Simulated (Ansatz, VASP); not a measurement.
**One calculation of Pt, two programs**

```xyz
2
Lattice="2.5889 0.0000 0.0000 -1.2945 2.2421 0.0000 0.0000 0.0000 4.4715" Properties=species:S:1:pos:R:3 pbc="T T T"
Pt    1.2945    0.7474    3.3536
Pt    0.0000    1.4947    1.1179
```

Change from the starting cell: strain -0.050 along x and y, -0.050 along z, atoms carried along.

Alike in both runs: task single point; functional PBEsol; k mesh 24 × 24 × 14; occupations gaussian, width 0.15 eV; no spin polarisation.

|  | VASP | Ansatz |
| --- | --- | --- |
| version | VASP 6.6.1 | Ansatz 0.2.0 |
| potentials or method | VASP PAW PBE potentials, release 64 (Pt), cutoff 520 eV | scalar-relativistic, plane waves, PAW |
| valence electrons in the cell | 20 | 36 |

```csv
,VASP,Ansatz,Ansatz less VASP
gap on the k mesh at the Fermi level (eV),none,none,-
pressure (GPa),65.3,65.5,+0.22
"traceless stress, the component that is largest in VASP (GPa)",-6.15,-5.99,+0.155
```

VASP's potentials were made for PBE, not for PBEsol. A gap of «none» marks a metal or a gap that the smearing closes. Both programs put the cell under a high pressure, so it lies far from rest at this level. VASP's potentials hold 20 valence electrons a cell and Ansatz's 36, so a difference there can come from the potentials and not from the codes.

Spin-orbit coupling is off throughout. Noted on VASP's run: the cell as given lies far from equilibrium.
